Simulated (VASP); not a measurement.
# Fe2O (antifluorite type) (Fm-3m) in VASP: notebook, part 2 of 3

VASP 6.6.1.

### Step 3. Single point, PBE

This run uses another cell than the first one, of 10.19 Å³/atom.

File INCAR:

```
PREC = Accurate
ENCUT = 520
EDIFF = 1E-7
ISMEAR = -1
SIGMA = 0.06122561905347299
LREAL = False
LASPH = True
NELM = 60
ALGO = Normal
ISIF = 2
LWAVE = False
LCHARG = True
GGA = PE
LELF = True
LVHAR = True
NBANDS = 18
```

File KPOINTS:

```
Automatic mesh
0
Gamma
  19 19 19
```

File POSCAR:

```
Fe2O
1.0
    0.0000000000      2.4817248902      2.4817248902
    2.4817248902      0.0000000000      2.4817248902
    2.4817248902      2.4817248902      0.0000000000
Fe O
2 1
Direct
    0.2500000000      0.2500000000      0.2500000000
    0.7500000000      0.7500000000      0.7500000000
    0.0000000000      0.0000000000      0.0000000000
```

Potentials or basis: VASP PAW PBE potentials, release 64 (Fe, O).

Started as:

```console
$ cat potpaw_PBE.64/Fe/POTCAR potpaw_PBE.64/O/POTCAR > POTCAR
$ mpirun -np 1 vasp_std > vasp.out
```

OUTCAR:

```text
PREC = Accurate
   ENCUT = 520
   EDIFF = 1E-7
   ISMEAR = -1
   LREAL = False
   LASPH = True
   NELM = 60
   ISIF = 2
   GGA = PE

 ion  position               nearest neighbor table
   1  0.250  0.250  0.250-   3 2.15   3 2.15   3 2.15   3 2.15   2 2.48   2 2.48   2 2.48   2 2.48
                             2 2.48   2 2.48
   2  0.750  0.750  0.750-   3 2.15   3 2.15   3 2.15   3 2.15   1 2.48   1 2.48   1 2.48   1 2.48
                             1 2.48   1 2.48
   3  0.000  0.000  0.000-   2 2.15   2 2.15   2 2.15   1 2.15   2 2.15   1 2.15   1 2.15   1 2.15

  LATTYP: Found a face centered cubic cell.
 ALAT       =     4.9634497804

  Lattice vectors:

 A1 = (   0.0000000000,   2.4817248902,   2.4817248902)
 A2 = (   2.4817248902,   0.0000000000,   2.4817248902)
 A3 = (   2.4817248902,   2.4817248902,   0.0000000000)

Analysis of symmetry for initial positions (statically):
=====================================================================
 Subroutine PRICEL returns:
 Original cell was already a primitive cell.

 Routine SETGRP: Setting up the symmetry group for a
 face centered cubic supercell.

 Subroutine GETGRP returns: Found 48 space group operations
 (whereof 48 operations were pure point group operations)
 out of a pool of 48 trial point group operations.

The static configuration has the point symmetry O_h .

Analysis of symmetry for dynamics (positions and initial velocities):
=====================================================================
 Subroutine PRICEL returns:
 Original cell was already a primitive cell.

 Routine SETGRP: Setting up the symmetry group for a
 face centered cubic supercell.

 Subroutine GETGRP returns: Found 48 space group operations
 (whereof 48 operations were pure point group operations)
 out of a pool of 48 trial point group operations.

The dynamic configuration has the point symmetry O_h .

 Subroutine INISYM returns: Found 48 space group operations
 (whereof 48 operations are pure point group operations),
 and found     1 'primitive' translations

----------------------------------------------------------------------------------------

                                     Primitive cell

  volume of cell :      30.5697

  direct lattice vectors                    reciprocal lattice vectors
     0.000000000  2.481724890  2.481724890    -0.201472775  0.201472775  0.201472775
     2.481724890  0.000000000  2.481724890     0.201472775 -0.201472775  0.201472775
     2.481724890  2.481724890  0.000000000     0.201472775  0.201472775 -0.201472775

  length of vectors
     3.509688998  3.509688998  3.509688998     0.348961082  0.348961082  0.348961082

  position of ions in fractional coordinates (direct lattice)
     0.250000000  0.250000000  0.250000000
     0.750000000  0.750000000  0.750000000
     0.000000000  0.000000000  0.000000000

  ion indices of the primitive-cell ions
   primitive index   ion index
                 1           1
                 2           2
                 3           3

----------------------------------------------------------------------------------------

 KPOINTS: Automatic mesh

Automatic generation of k-mesh.
 Grid dimensions read from file:
 generate k-points for:   19   19   19

 Generating k-lattice:

  Cartesian coordinates                     Fractional coordinates (reciprocal lattice)
    -0.010603830  0.010603830  0.010603830     0.052631579  0.000000000  0.000000000
     0.010603830 -0.010603830  0.010603830     0.000000000  0.052631579  0.000000000
     0.010603830  0.010603830 -0.010603830     0.000000000  0.000000000  0.052631579

  Length of vectors
     0.018366373  0.018366373  0.018366373

  Shift w.r.t. Gamma in fractional coordinates (k-lattice)
     0.000000000  0.000000000  0.000000000

 Subroutine IBZKPT returns following result:
 ===========================================

 Found    220 irreducible k-points:

 Following reciprocal coordinates:
            Coordinates               Weight
  0.000000  0.000000  0.000000      1.000000
  0.052632  0.000000  0.000000      8.000000
  0.105263  0.000000  0.000000      8.000000
  0.157895  0.000000  0.000000      8.000000
  0.210526  0.000000  0.000000      8.000000
  0.263158  0.000000  0.000000      8.000000
[... 16 lines left out ...]
 -0.315789  0.052632  0.000000     24.000000
 -0.263158  0.052632  0.000000     24.000000
 [... further k-points ...]
   k-points           NKPTS =    220   k-points in BZ     NKDIM =    220   number of bands    NBANDS=     18
   number of dos      NEDOS =    301   number of ions     NIONS =      3
   total plane-waves  NPLWV =  21952
   dimension x,y,z NGX =    28 NGY =   28 NGZ =   28
   dimension x,y,z NGXF=    56 NGYF=   56 NGZF=   56
   ions per type =               2   1
   NGX,Y,Z   is equivalent  to a cutoff of  13.26, 13.26, 13.26 a.u.
   NGXF,Y,Z  is equivalent  to a cutoff of  26.53, 26.53, 26.53 a.u.
 SYSTEM =  unknown system
   PREC   = accura    normal or accurate (medium, high low for compatibility)
   ISTART =      0    job   : 0-new  1-cont  2-samecut
   ICHARG =      2    charge: 1-file 2-atom 10-const
   ISPIN  =      1    spin polarized calculation?
   LNONCOLLINEAR =      F non collinear calculations
   LSORBIT =      F    spin-orbit coupling
   LASPH  =      T    aspherical Exc in radial PAW
   ENCUT  =  520.0 eV  38.22 Ry    6.18 a.u.   6.53  6.53  6.53*2*pi/ulx,y,z
   NELM   =     60;   NELMIN=  2; NELMDL= -5     # of ELM steps
   EDIFF  = 0.1E-06   stopping-criterion for ELM
   LREAL  =      F    real-space projection
   EDIFFG = 0.1E-05   stopping-criterion for IOM
   NSW    =      0    number of steps for IOM
   IBRION =     -1    ionic relax: 0-MD 1-quasi-New 2-CG
   NFREE  =      0    steps in history (QN), initial steepest desc. (CG)
   ISIF   =      2    stress and relaxation
   ISYM   =      2    0-nonsym 1-usesym 2-fastsym
   POTIM  = 0.5000    time-step for ionic-motion
   TEBEG  =    0.0;   TEEND  =   0.0 temperature during run
   PSTRESS=    0.0 pullay stress
   NELECT =      22.0000    total number of electrons
   NUPDOWN=      -1.0000    fix difference up-down
   EMIN   =  10.00;   EMAX   =-10.00  energy-range for DOS
   EFERMI =   0.00;   METHOD = LEGACY
   ISMEAR =    -1;   SIGMA  =   0.06  broadening in eV -4-tet -1-fermi 0-gaus
   EFERMI_NEDOS =   21; number of points for ismear=-14 and -15
   IALGO  =     38    algorithm
   IMIX   =      4    mixing-type and parameters
     AMIX     =   0.40;   BMIX     =  1.00
     AMIX_MAG =   1.60;   BMIX_MAG =  1.00
  volume/ion in A,a.u.               =      10.19        68.76
  Fermi-wavevector in a.u.,A,eV,Ry     =   1.467074  2.772368 29.283912  2.152307
  Thomas-Fermi vector in A             =   2.582736
   LORBIT       =      0    0 simple, 1 ext, 2 COOP (PROOUT), +10 PAW based schemes
   GGA     = PE    functional components
   LHFCALC =     F    Hartree Fock is set to
   AEXX    =    0.0000 exact exchange contribution
   IVDW    =     0    specifies the selected vdW correction
   LEPSILON=     F    determine dielectric tensor
   LRPA    =     F    only Hartree local field effects (RPA)
 non-spin polarized calculation
  energy-cutoff  :      520.00
  volume of cell :       30.57
 maximum number of plane-waves:       869
 NGX is ok and might be reduce to    28
   NGX = 13   NGY = 13   NGZ = 13

 number of electron      21.9999992 magnetization

 Free energy of the ion-electron system (eV)
  ---------------------------------------------------
  ext. energy  EPLUGINS =         0.00000000
  ---------------------------------------------------
  free energy    TOTEN  =       -19.78990013 eV

  energy without entropy =      -19.71351244  energy(sigma->0) =      -19.75170628

 E-fermi :   6.2612     XC(G=0): -12.7070

 val. band max:        6.2598258678   @ k =  -0.3158   0.4211   0.2105
 cond. band min:       6.2660338658   @ k =   0.4737   0.2632   0.0000
 fundamental gap:      0.0062079980
 Fermi energy:         6.2612180894

 k-point     1 :       0.0000    0.0000    0.0000
  band No.  band energies     occupation
      1     -14.8730      2.00000
      2      -1.0282      2.00000
      3      -1.0282      2.00000
      4      -1.0282      2.00000
      5       2.9836      2.00000
      6       3.1340      2.00000
[... 481 lines left out ...]
      5       3.6267      2.00000
      6       3.7578      2.00000
[... 10 lines left out ...]
     17      15.7429      0.00000
     18      16.9182      0.00000

 [... further k-points ...]

------------------------ aborting loop because EDIFF is reached ----------------------------------------

  FORCE on cell =-STRESS in cart. coord.  units (eV):
  Direction    XX          YY          ZZ          XY          YZ          ZX
  --------------------------------------------------------------------------------------
  -------------------------------------------------------------------------------------
  Total       -1.3294048     -1.3294048     -1.3294048     -0.0000000      0.0000000      0.0000000
  in kB      -69.6749888    -69.6749888    -69.6749888     -0.0000000      0.0000000      0.0000000
  external PRESSURE =     -69.6749888 kB  Pullay stress =       0.0000000 kB

 VOLUME and BASIS-vectors are now :
 -----------------------------------------------------------------------------
  energy-cutoff  :      520.00
  volume of cell :       30.57
      direct lattice vectors                 reciprocal lattice vectors
     0.000000000  2.481724890  2.481724890    -0.201472775  0.201472775  0.201472775
     2.481724890  0.000000000  2.481724890     0.201472775 -0.201472775  0.201472775
     2.481724890  2.481724890  0.000000000     0.201472775  0.201472775 -0.201472775

 POSITION                                       TOTAL-FORCE (eV/Angst)
 -----------------------------------------------------------------------------------
      1.24086      1.24086      1.24086         0.000000      0.000000      0.000000
      3.72259      3.72259      3.72259        -0.000000     -0.000000     -0.000000
      0.00000      0.00000      0.00000        -0.000000     -0.000000      0.000000
 -----------------------------------------------------------------------------------
    total drift:                                0.000000      0.000000      0.000000

  FREE ENERGIE OF THE ION-ELECTRON SYSTEM (eV)
  ---------------------------------------------------
  free  energy   TOTEN  =       -19.7899001315 eV

  energy  without entropy=      -19.7135124385  energy(sigma->0) =      -19.75170628
```

stdout:

```text
POSCAR found type information on POSCAR FeO
 POSCAR found :  2 types and       3 ions
 scaLAPACK will be used
 LDA part: xc-table for (Slater+PW92), standard interpolation
 POSCAR, INCAR and KPOINTS ok, starting setup
 FFT: planning ... GRIDC
 FFT: planning ... GRID_SOFT
 FFT: planning ... GRID
 WAVECAR not read
 entering main loop
```

It took 2.8 min on 1 thread of Intel Xeon 8259CL, shared host; peak memory 0.25 GiB.

What came out:

| Item | Value |
| --- | --- |
| Free energy | -19.7899 eV |
| Pressure | -7.0 GPa |
| Band gap on the k mesh | zero (bands 11 and 12 overlap by 1.00 eV) |

Levels at points of the mesh, in eV from the Fermi level:
```csv
k point,band 9,band 10,band 11,band 12,band 13,band 14
"(0.00, 0.00, 0.00)",0.39,0.39,0.39,0.39,0.39,1.28
```

Caveat: the cell stands under tension; the run has no spin polarisation, though such a crystal can be magnetic. With open d or f shells a metallic result of PBE can be an artefact of self-interaction; +U or a hybrid may open a gap.

(Continued in part 3 of 3.)
